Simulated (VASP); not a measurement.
# Re (P6_3/mmc) in VASP: notebook

The runs below take Re through single point, relaxation of cell and atoms, with PBE, LDA.

All numbers are computed with VASP 6.6.1; they aren't measurements. Logs are shortened: lines on timing, memory, paths and dates and some standing lists are left out, and cuts for length are marked.

## (1) The cell of the first run

Symmetry: P6_3/mmc, No. 194, hexagonal system. Conventional cell: a = 2.766 Å, b = 2.766 Å, c = 8.939 Å, α = 90.00°, β = 90.00°, γ = 120.00°. Within 3.6 Å of Re (site symmetry -6m2) lie 12 Re at 2.75 to 2.77 Å. Within 3.6 Å of Re (site symmetry -3m) lie 12 Re at 2.75 to 2.77 Å.

## (2) Single point, PBE

Input file INCAR:

```
SYSTEM = Re
PREC = Accurate ; ENCUT = 520
EDIFF = 1E-6 ; ISMEAR = 0
SIGMA = 0.011 ; LREAL = .FALSE.
LASPH = .TRUE. ; NELM = 60
ALGO = Normal ; ISIF = 2
LWAVE = .FALSE. ; LCHARG = .TRUE.
GGA = PE ; LELF = .TRUE.
LVHAR = .TRUE. ; NBANDS = 22
```

Input file KPOINTS:

```
Automatic mesh
0
G
  11 11 3
  0 0 0
```

Input file POSCAR:

```
Re
1.0
    2.7663873939      0.0000000000      0.0000000000
   -1.3831936969      2.3957617598      0.0000000000
    0.0000000000      0.0000000000      8.9388451600
Re
4
Direct
    0.6666666667      0.3333333333      0.7500000000
    0.0000000000      0.0000000000      0.5000000000
    0.3333333333      0.6666666667      0.2500000000
    0.0000000000      0.0000000000      0.0000000000
```

Potentials or basis: VASP PAW PBE potentials, release 64 (Re).

Run with:

```console
cat potpaw_PBE.64/Re/POTCAR > POTCAR
mpirun -np 1 vasp_std > vasp.out
```

OUTCAR:

```text
SYSTEM = Re
   PREC = Accurate
   ENCUT = 520
   EDIFF = 1E-6
   ISMEAR = 0
   LREAL = .FALSE.
   LASPH = .TRUE.
   NELM = 60
   ISIF = 2
   GGA = PE

 ion  position               nearest neighbor table
   1  0.667  0.333  0.750-   2 2.75   4 2.75   2 2.75   4 2.75   2 2.75   4 2.75
   2  0.000  0.000  0.500-   1 2.75   3 2.75   3 2.75   1 2.75   1 2.75   3 2.75
   3  0.333  0.667  0.250-   2 2.75   4 2.75   2 2.75   4 2.75   2 2.75   4 2.75
   4  0.000  0.000  0.000-   1 2.75   3 2.75   3 2.75   1 2.75   1 2.75   3 2.75

  LATTYP: Found a hexagonal cell.
 ALAT       =     2.7663873939
 C/A-ratio  =     3.2312340563

  Lattice vectors:

 A1 = (   2.7663873939,   0.0000000000,   0.0000000000)
 A2 = (  -1.3831936969,   2.3957617598,   0.0000000000)
 A3 = (   0.0000000000,   0.0000000000,   8.9388451600)

Analysis of symmetry for initial positions (statically):
=====================================================================
 Subroutine PRICEL returns:
 Original cell was already a primitive cell.

 Routine SETGRP: Setting up the symmetry group for a
 hexagonal supercell.

 Subroutine GETGRP returns: Found 24 space group operations
 (whereof 12 operations were pure point group operations)
 out of a pool of 24 trial point group operations.

The static configuration has the point symmetry D_3d.
 The point group associated with its full space group is D_6h.

Analysis of symmetry for dynamics (positions and initial velocities):
=====================================================================
 Subroutine PRICEL returns:
 Original cell was already a primitive cell.

 Routine SETGRP: Setting up the symmetry group for a
 hexagonal supercell.

 Subroutine GETGRP returns: Found 24 space group operations
 (whereof 12 operations were pure point group operations)
 out of a pool of 24 trial point group operations.

The dynamic configuration has the point symmetry D_3d.
 The point group associated with its full space group is D_6h.

 Subroutine INISYM returns: Found 24 space group operations
 (whereof 12 operations are pure point group operations),
 and found     1 'primitive' translations

----------------------------------------------------------------------------------------

                                     Primitive cell

[... 86 lines left out ...]
   ISTART =      0    job   : 0-new  1-cont  2-samecut
   ICHARG =      2    charge: 1-file 2-atom 10-const
   ISPIN  =      1    spin polarized calculation?
   LNONCOLLINEAR =      F non collinear calculations
   LSORBIT =      F    spin-orbit coupling
   LASPH  =      T    aspherical Exc in radial PAW
   ENCUT  =  520.0 eV  38.22 Ry    6.18 a.u.   5.14  5.14 16.62*2*pi/ulx,y,z
   NELM   =     60;   NELMIN=  2; NELMDL= -5     # of ELM steps
   EDIFF  = 0.1E-05   stopping-criterion for ELM
   LREAL  =      F    real-space projection
   EDIFFG = 0.1E-04   stopping-criterion for IOM
   NSW    =      0    number of steps for IOM
   IBRION =     -1    ionic relax: 0-MD 1-quasi-New 2-CG
   NFREE  =      0    steps in history (QN), initial steepest desc. (CG)
   ISIF   =      2    stress and relaxation
   ISYM   =      2    0-nonsym 1-usesym 2-fastsym
   POTIM  = 0.5000    time-step for ionic-motion
   TEBEG  =    0.0;   TEEND  =   0.0 temperature during run
   PSTRESS=    0.0 pullay stress
   NELECT =      28.0000    total number of electrons
   NUPDOWN=      -1.0000    fix difference up-down
   EMIN   =  10.00;   EMAX   =-10.00  energy-range for DOS
   EFERMI =   0.00;   METHOD = LEGACY
   ISMEAR =     0;   SIGMA  =   0.01  broadening in eV -4-tet -1-fermi 0-gaus
   EFERMI_NEDOS =   21; number of points for ismear=-14 and -15
   IALGO  =     38    algorithm
   IMIX   =      4    mixing-type and parameters
     AMIX     =   0.40;   BMIX     =  1.00
     AMIX_MAG =   1.60;   BMIX_MAG =  1.00
  volume/ion in A,a.u.               =      14.81        99.95
  Fermi-wavevector in a.u.,A,eV,Ry     =   1.275209  2.409796 22.125236  1.626159
  Thomas-Fermi vector in A             =   2.407934
   LORBIT       =      0    0 simple, 1 ext, 2 COOP (PROOUT), +10 PAW based schemes
   GGA     = PE    functional components
   LHFCALC =     F    Hartree Fock is set to
   AEXX    =    0.0000 exact exchange contribution
   IVDW    =     0    specifies the selected vdW correction
   LEPSILON=     F    determine dielectric tensor
   LRPA    =     F    only Hartree local field effects (RPA)
 non-spin polarized calculation
 Gauss-broadening in eV      SIGMA  =   0.01
  energy-cutoff  :      520.00
  volume of cell :       59.24
 maximum number of plane-waves:      1607
 NGX is ok and might be reduce to    24
   NGX = 11   NGY = 11   NGZ = 33

 number of electron      27.9999999 magnetization

 Free energy of the ion-electron system (eV)
  ---------------------------------------------------
  ext. energy  EPLUGINS =         0.00000000
  ---------------------------------------------------
  free energy    TOTEN  =       -49.69261400 eV

  energy without entropy =      -49.69201188  energy(sigma->0) =      -49.69231294

 E-fermi :   7.8783     XC(G=0): -13.6943

 val. band max:        7.8464781215   @ k =   0.1818   0.0000   0.0000
 cond. band min:       7.8804967087   @ k =   0.1818   0.0909   0.3333
 fundamental gap:      0.0340185871
 Fermi energy:         7.8782987191

 k-point     1 :       0.0000    0.0000    0.0000
  band No.  band energies     occupation
      1      -2.0162      2.00000
      2       0.2827      2.00000
      3       0.3633      2.00000
      4       1.2472      2.00000
      5       5.3695      2.00000
      6       5.4587      2.00000
[... 589 lines left out ...]
     21      10.8949      0.00000
     22      11.5781      0.00000

 [... further k-points ...]
[... 5 lines left out ...]
  --------------------------------------------------------------------------------------
  -------------------------------------------------------------------------------------
  Total        1.0122580      1.0122580      1.2613166      0.0000000      0.0000000      0.0000000
  in kB       27.3756069     27.3756069     34.1111729      0.0000000      0.0000000      0.0000000
  external PRESSURE =      29.6207956 kB  Pullay stress =       0.0000000 kB

 VOLUME and BASIS-vectors are now :
 -----------------------------------------------------------------------------
  energy-cutoff  :      520.00
  volume of cell :       59.24
      direct lattice vectors                 reciprocal lattice vectors
     2.766387394  0.000000000  0.000000000     0.361482272  0.208701887  0.000000000
    -1.383193697  2.395761760  0.000000000     0.000000000  0.417403774  0.000000000
     0.000000000  0.000000000  8.938845160     0.000000000  0.000000000  0.111871274

 POSITION                                       TOTAL-FORCE (eV/Angst)
 -----------------------------------------------------------------------------------
      1.38319      0.79859      6.70413        -0.000000     -0.000000      0.000000
      0.00000      0.00000      4.46942        -0.000000     -0.000000      0.000000
     -0.00000      1.59717      2.23471         0.000000      0.000000     -0.000000
      0.00000      0.00000      0.00000        -0.000000     -0.000000      0.000000
 -----------------------------------------------------------------------------------
    total drift:                               -0.000000      0.000000      0.000000

  FREE ENERGIE OF THE ION-ELECTRON SYSTEM (eV)
  ---------------------------------------------------
  free  energy   TOTEN  =       -49.6926139982 eV

  energy  without entropy=      -49.6920118818  energy(sigma->0) =      -49.69231294
```

Run time: 66 s. Hardware: 1 thread of Intel Xeon Platinum 8259CL at 2.50GHz (Skylake/Cascade Lake), shared host; peak memory 0.2 GiB.

What came out:

```
Free energy            : -49.6926 eV
Pressure               : 3.0 GPa
Band gap on the k mesh : zero (band 14 reaches 8.99 eV, above the bottom of band 15 at 6.58 eV)
```

Stress tensor (GPa, compression positive):
```
2.74 0.00 0.00
0.00 2.74 0.00
0.00 0.00 3.41
```

Levels at points of the mesh, in eV from the Fermi level:
| k point | band 11 | band 12 | band 13 | band 14 | band 15 | band 16 | band 17 | band 18 |
| --- | --- | --- | --- | --- | --- | --- | --- | --- |
| (0.00, 0.00, 0.00) | -1.61 | -1.19 | -1.19 | -1.09 | -1.09 | 0.52 | 0.65 | 0.65 |

Caveat: spin-orbit coupling is left out, which moves the levels of the heavy elements.

## (3) Single point, PBE

This run uses another cell than the first one, of 14.94 Å³/atom, 1.009 times its volume.

Input file INCAR:

```
SYSTEM = Re
PREC = Accurate ; ENCUT = 520
EDIFF = 1E-7 ; ISMEAR = -1
SIGMA = 0.05 ; LREAL = .False.
LASPH = .True. ; NELM = 100
ALGO = Normal ; ISIF = 2
LWAVE = .False. ; LCHARG = .True.
GGA = PE ; LELF = .True.
LVHAR = .True. ; NBANDS = 22
```

Input file KPOINTS:

```
Automatic mesh
0
Gamma
  11 11 3
  0 0 0
```

Input file POSCAR:

```
Re
1.0
    2.7737558966      0.0000000000      0.0000000000
   -1.3868779483      2.4021430703      0.0000000000
    0.0000000000      0.0000000000      8.9711293198
Re
4
Direct
    0.6666666667      0.3333333333      0.7500000000
    0.0000000000      0.0000000000      0.5000000000
    0.3333333333      0.6666666667      0.2500000000
    0.0000000000      0.0000000000      0.0000000000
```

Potentials or basis: VASP PAW PBE potentials, release 64 (Re).

Run with:

```console
cat potpaw_PBE.64/Re/POTCAR > POTCAR
mpirun -np 1 vasp_std > vasp.out
```

It took 60 s on 1 thread of Intel Xeon Platinum 8259CL at 2.50GHz (Skylake/Cascade Lake), shared host; peak memory 0.2 GiB.

It converged, with:

```yaml
Free_energy: -49.7115 eV
Pressure: -0.5 GPa
Band_gap_on_the_k_mesh: zero (band 14 reaches 8.87 eV, above the bottom of band 15 at 6.50 eV)
```

Levels at points of the mesh, in eV from the Fermi level:
| k point | band 12 | band 13 | band 14 | band 15 | band 16 | band 17 |
| --- | --- | --- | --- | --- | --- | --- |
| (0.00, 0.00, 0.00) | -1.19 | -1.19 | -1.08 | -1.08 | 0.48 | 0.64 |

Caveat: spin-orbit coupling is left out, which moves the levels of the heavy elements.

## (4) Relaxation of cell and atoms, LDA

Input file INCAR:

```
ALGO     = Normal         # electronic algorithm
EDIFF    = 1E-7           # SCF threshold, eV
EDIFFG   = -0.01          # ionic threshold
ENCUT    = 600            # plane-wave cutoff, eV
IBRION   = 2              # ionic algorithm
ISIF     = 3              # what is computed and relaxed
ISMEAR   = -1             # smearing method
LASPH    = True           # aspherical terms in the spheres
LCHARG   = False          # write CHGCAR
LREAL    = False          # projectors in reciprocal space
LWAVE    = False          # write WAVECAR
NELM     = 100            # most SCF steps
NSW      = 60             # ionic steps
PREC     = Accurate       # precision mode
SIGMA    = 0.05           # smearing width, eV
```

Input file KPOINTS:

```
k-points
0
Gamma
  11 11 3
```

Input file POSCAR:

```
Re
1.0
    2.7663873939      0.0000000000      0.0000000000
   -1.3831936969      2.3957617598      0.0000000000
    0.0000000000      0.0000000000      8.9388451600
Re
4
Direct
    0.6666666667      0.3333333333      0.7500000000
    0.0000000000      0.0000000000      0.5000000000
    0.3333333333      0.6666666667      0.2500000000
    0.0000000000      0.0000000000      0.0000000000
```

Potentials or basis: VASP PAW LDA potentials, release 64 (Re).

Run with:

```console
cat potpaw_LDA.64/Re/POTCAR > POTCAR
mpirun -np 1 vasp_std > vasp.out
```

Run time: 4.3 min. Hardware: 1 thread of Intel Xeon Platinum 8259CL at 2.50GHz (Skylake/Cascade Lake), shared host; peak memory 0.19 GiB.

The run converged. Its results:

| Item | Value |
| --- | --- |
| Free energy | -55.0710 eV |
| Relaxed volume | 14.38 Å³/atom |
| Relaxed cell | a = 2.740 Å, b = 2.740 Å, c = 8.848 Å, α = 90.00°, β = 90.00°, γ = 120.00° |
| Space group after relaxing (to 0.05 Å) | P6_3/mmc (No. 194) |
| Energy gained by relaxing | 15.5 meV/atom |
| Ionic steps | 9 |
| Pressure after relaxing | 0.0 GPa |

Step by step:
```
step  energy change (eV)  largest force (eV/Å)  pressure (GPa)  volume (Å³)
   1              0.0000                0.0000          -11.31        59.24
   2              1.2303                0.0000           68.18        50.72
   3             -0.0619                0.0000           -0.70        57.63
   4             -0.0621                0.0000           -0.11        57.54
   5             -0.0621                0.0000            0.13        57.51
   6             -0.0620                0.0000           -0.44        57.59
   7             -0.0621                0.0000           -0.05        57.53
   8             -0.0621                0.0000            0.06        57.52
   9             -0.0621                0.0000            0.00        57.53
```

Final structure:
```
Re
1.0
     2.74009    0.00000    0.00000
    -1.37004    2.37299    0.00000
     0.00000    0.00000    8.84752
Re
4
Direct
  0.66667 0.33333 0.75000
  0.00000 0.00000 0.50000
  0.33333 0.66667 0.25000
  0.00000 0.00000 0.00000
```

Levels at points of the mesh, in eV from the Fermi level:
```
           k point  band 10  band 11  band 12  band 13  band 14  band 15  band 16  band 17  band 18
(0.00, 0.00, 0.00)    -2.01    -1.72    -1.30    -1.30    -1.18    -1.18     0.62     0.62     0.69
```

Caveat: the bands computed are all filled at some k points, so no gap is given; spin-orbit coupling is left out, which moves the levels of the heavy elements.

## (5) Single point, PBE, non-collinear spin, zero start, spin-orbit coupling

Input file INCAR:

```
PREC = Accurate
ENCUT = 520
EDIFF = 1E-6
ISMEAR = -1
SIGMA = 0.05
LREAL = False
LASPH = True
NELM = 150
ALGO = Fast
ISIF = 2
LWAVE = False
LCHARG = False
MAGMOM = 0 0 0 0 0 0 0 0 0 0 0 0
LORBIT = 11
LSORBIT = True
GGA_COMPAT = False
LORBMOM = True
LMAXMIX = 4
GGA = PE
NBANDS = 42
```

Input file KPOINTS:

```
Automatic mesh
0
Gamma
  8 8 3
```

POSCAR is that of step 4.

Potentials or basis: VASP PAW PBE potentials, release 64 (Re).

Run with:

```console
cat potpaw_PBE.64/Re/POTCAR > POTCAR
mpirun -np 1 vasp_ncl > vasp.out
```

Run time: 8.1 min. Hardware: 1 thread of Intel Xeon Platinum 8259CL at 2.50GHz (Skylake/Cascade Lake), shared host; peak memory 0.39 GiB.

It converged, with:

* Free energy: -50.9914 eV
* Pressure: 4.0 GPa
* Net moment: 0.00 μB per cell
* Valence electrons inside the program's atomic spheres: Re 6.10, 6.12

Stress tensor (GPa, compression positive):
```
4.32 0.00 0.00
0.00 4.32 0.00
0.00 0.00 3.35
```

Moments on the atoms (μB; x, y, z):
```
Re  0.00 0.00 0.00
Re  0.00 0.00 0.00
Re  0.00 0.00 0.00
Re  0.00 0.00 0.00
```

## (6) The runs side by side

| task | level | potentials or basis | spin | cell | k mesh | cutoff (eV) | smearing | gap on the mesh (eV) | pressure (GPa) |
| --- | --- | --- | --- | --- | --- | --- | --- | --- | --- |
| single point | PBE | VASP PAW PBE potentials, release 64 (Re) | off | a = 2.766, b = 2.766, c = 8.939 Å, angles 90.0, 90.0, 120.0°, 4 atoms | 11 × 11 × 3 | 520 | gaussian 0.011 eV | none | 3.0 |
| single point | PBE | VASP PAW PBE potentials, release 64 (Re) | off | a = 2.774, b = 2.774, c = 8.971 Å, angles 90.0, 90.0, 120.0°, 4 atoms | 11 × 11 × 3 | 520 | fermi-dirac 0.05 eV | none | -0.5 |
| relaxation of cell and atoms | LDA | VASP PAW LDA potentials, release 64 (Re) | off | relaxed from a = 2.766, b = 2.766, c = 8.939 Å, angles 90.0, 90.0, 120.0°, 4 atoms | 11 × 11 × 3 | 600 | fermi-dirac 0.05 eV | - | 0.0 |
| single point | PBE | VASP PAW PBE potentials, release 64 (Re) | non-collinear, zero start, SOC | a = 2.766, b = 2.766, c = 8.939 Å, angles 90.0, 90.0, 120.0°, 4 atoms | 8 × 8 × 3 | 520 | fermi-dirac 0.05 eV | - | 4.0 |

Caveats: spin-orbit coupling is left out, which moves the levels of the heavy elements (some runs); the bands computed are all filled at some k points, so no gap is given (some runs).

Absolute energies hang on the potentials; compare differences alone.
